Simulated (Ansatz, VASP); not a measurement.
**Nb2P5: VASP beside Ansatz**

```xyz
28
Lattice="16.7545 0.0000 0.0000 0.0000 3.3921 0.0000 0.0000 0.0000 7.9323" Properties=species:S:1:pos:R:3 pbc="T T T"
Nb   12.9660    0.8480    2.5931
Nb    3.7885    2.5440    5.3392
Nb   12.1657    2.5440    6.5592
Nb    4.5888    0.8480    1.3730
Nb    9.9668    0.8480    2.6597
Nb    6.7877    2.5440    5.2726
Nb   15.1649    2.5440    6.6258
Nb    1.5895    0.8480    1.3065
P    11.4816    2.5440    1.2177
P     5.2728    0.8480    6.7146
P    13.6500    0.8480    5.1838
P     3.1044    2.5440    2.7485
P    13.6543    0.8480    0.0235
P     3.1002    2.5440    7.9088
P    11.4774    2.5440    3.9897
P     5.2771    0.8480    3.9426
P     0.6705    0.8480    3.6731
P    16.0840    2.5440    4.2591
P     7.7068    2.5440    7.6393
P     9.0477    0.8480    0.2930
P     6.4537    2.5440    1.4591
P    10.3008    0.8480    6.4732
P     1.9236    0.8480    5.4252
P    14.8309    2.5440    2.5071
P    16.3792    2.5440    0.9626
P     0.3753    0.8480    6.9697
P     8.7525    0.8480    4.9287
P     8.0020    2.5440    3.0036
```

Alike in both runs: task single point; functional PBEsol; k mesh 1 × 6 × 2; occupations gaussian, width 0.1 eV; no spin polarisation.

|  | VASP | Ansatz |
| --- | --- | --- |
| version | VASP 6.6.1 | Ansatz 0.2.0 |
| potentials or method | VASP PAW PBE potentials, release 64 (Nb_sv, P), cutoff 500 eV | scalar-relativistic, plane waves, PAW |
| valence electrons in the cell | 204 | 204 |

```tsv
	VASP	Ansatz	Ansatz less VASP
gap on the k mesh at the Fermi level (eV)	none	none	-
pressure (GPa)	-5.0	-4.8	+0.13
traceless stress, the component that is largest in VASP (GPa)	-1.77	-1.79	-0.014
rms of the force components (eV/Å)	0.185	0.190	+0.0056
```

VASP's potentials were made for PBE, not for PBEsol. Atom by atom the forces differ by 0.007 eV/Å (rms over components). A gap of «none» marks a metal or a gap that the smearing closes.

The k mesh is coarse, so the values compare programs but aren't converged.
